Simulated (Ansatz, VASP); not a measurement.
This is a calculation of Hf for VASP 6.6.1.

Contents of INCAR:

```
SYSTEM = Hf
PREC = Accurate ; ENCUT = 520
EDIFF = 1E-6 ; ISMEAR = -1
SIGMA = 0.05 ; LREAL = .False.
LASPH = .True. ; NELM = 60
ALGO = Normal ; ISIF = 2
LWAVE = .False. ; LCHARG = .False.
NBANDS = 11
```

KPOINTS

```
Automatic mesh
0
Gamma
  10 10 10
  0 0 0
```

Contents of POSCAR:

```
Hf
1.0
   -1.8287527239      1.8287527239      1.8287527239
    1.8287527239     -1.8287527239      1.8287527239
    1.8287527239      1.8287527239     -1.8287527239
Hf
1
Direct
    0.0000000000      0.0000000000      0.0000000000
```

Potentials or basis: VASP PAW LDA potentials, release 64 (Hf_pv).

Run with:

```bash
$ cat potpaw_LDA.64/Hf_pv/POTCAR > POTCAR
$ mpirun -np 1 vasp_std > vasp.out
```

Question: Set up the same calculation for Ansatz 0.2.0. Potentials there: all-electron LAPW, scalar-relativistic.

Answer: As run (the cutoff follows the program's own potentials):

File input.yaml:

```yaml
crystal:
  lattice:
    - [-1.8287527239, 1.8287527239, 1.8287527239]
    - [1.8287527239, -1.8287527239, 1.8287527239]
    - [1.8287527239, 1.8287527239, -1.8287527239]
  atoms:
    - { symbol: Hf, position: [0.0, 0.0, 0.0] }
kpoints:
  mp_grid: { grid: [10, 10, 10] }
scf:
  occupations: { method: fermi_dirac, width: 0.05 }
hamiltonian:
  xc: lda
  pseudopotentials: { kind: all_electron, lapw: { basis_error: 0.001 } }
output:
  forces: true
  stress: true
  eigenvalues: true
```

Potentials or basis: all-electron LAPW, scalar-relativistic.

The run is started by

```bash
$ ansatz run input.yaml --threads 1 --pin off --max-ram 3072MiB --backend cpu --events-out ev --progress --plain --runs-dir out
```

Both were run:

|  | VASP | Ansatz | Ansatz less VASP |
| --- | --- | --- | --- |
| gap on the k mesh at the Fermi level (eV) | none | none | - |
| pressure (GPa) | -15.1 | -15.1 | +0.04 |

LDA's correlation is that of Perdew and Zunger in VASP and of Perdew and Wang (1992) in Ansatz. A gap of «none» marks a metal or a gap that the smearing closes. Ansatz ran all-electron here, and VASP with PAW potentials.

Spin-orbit coupling is off throughout.
